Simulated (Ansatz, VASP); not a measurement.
## Two plane-wave programs on Al4Ir

File INCAR:

```
  PREC = Accurate
  ENCUT = 520
  EDIFF = 1E-6
  ISMEAR = 0
  SIGMA = 0.1
  LREAL = False
  LASPH = True
  NELM = 60
  ALGO = Fast
  ISIF = 2
  LWAVE = False
  LCHARG = False
  GGA = PE
  NBANDS = 18
```

File KPOINTS:

```
Automatic mesh
0
Gamma
  12 12 8
```

Contents of POSCAR:

```
Al4Ir
1.0
    5.3030976271      0.0000000000      0.0000000000
   -2.6515488135      4.5926172639      0.0000000000
    0.0000000000      0.0000000000      4.5202799803
Al Ir
4 1
Direct
    0.5000000000      0.0000000000      0.0000000000
    0.0000000000      0.5000000000      0.0000000000
    0.5000000000      0.5000000000      0.0000000000
    0.0000000000      0.0000000000      0.0000000000
    0.0000000000      0.0000000000      0.5000000000
```

Input for Ansatz:

```yaml
crystal:
  lattice:
    - [5.3030976271, 0.0, 0.0]
    - [-2.6515488135, 4.5926172639, 0.0]
    - [0.0, 0.0, 4.5202799803]
  atoms:
    - { symbol: Al, position: [0.5, 0.0, 0.0] }
    - { symbol: Al, position: [0.0, 0.5, 0.0] }
    - { symbol: Al, position: [0.5, 0.5, 0.0] }
    - { symbol: Al, position: [0.0, 0.0, 0.0] }
    - { symbol: Ir, position: [0.0, 0.0, 0.5] }
basis:
  ecutwfc: 420
kpoints:
  mp_grid: { grid: [12, 12, 8] }
  band_path:
    path:
      - [[0.0, 0.0, 0.0], [0.5, 0.0, 0.0], [0.33333333, 0.33333333, 0.0], [0.0, 0.0, 0.0], [0.0, 0.0, 0.5], [0.5, 0.0, 0.5], [0.33333333, 0.33333333, 0.5], [0.0, 0.0, 0.5]]
      - [[0.5, 0.0, 0.5], [0.5, 0.0, 0.0]]
      - [[0.33333333, 0.33333333, 0.5], [0.33333333, 0.33333333, 0.0]]
    npoints: 14
hamiltonian:
  xc: pbe
scf:
  occupations: { method: gaussian, width: 0.1 }
  n_extra_bands: 12
output:
  forces: true
  stress: true
  eigenvalues: true
  populations: true
  dos: { projected: true, de: 0.02, nscf_kmesh: { grid: [15, 15, 10] } }
  bader: true
  write_density: true
  write_potential: true
  elf: true
  volumetric_format: npy
```

Alike in both runs: task single point; functional PBE; k mesh 12 × 12 × 8; occupations gaussian, width 0.1 eV; no spin polarisation.

|  | VASP | Ansatz |
| --- | --- | --- |
| version | VASP 6.6.1 | Ansatz 0.2.0 |
| potentials or method | VASP PAW PBE potentials, release 64 (Al, Ir), cutoff 520 eV | scalar-relativistic, plane waves, PAW |
| valence electrons in the cell | 21 | 29 |

|  | VASP | Ansatz | Ansatz less VASP |
| --- | --- | --- | --- |
| gap on the k mesh at the Fermi level (eV) | none | none | - |
| pressure (GPa) | 0.0 | 0.0 | -0.03 |
| traceless stress, the component that is largest in VASP (GPa) | 0.15 | 0.03 | -0.126 |

A gap of «none» marks a metal or a gap that the smearing closes. VASP's potentials hold 21 valence electrons a cell and Ansatz's 29, so a difference there can come from the potentials and not from the codes.

Spin-orbit coupling is off throughout.
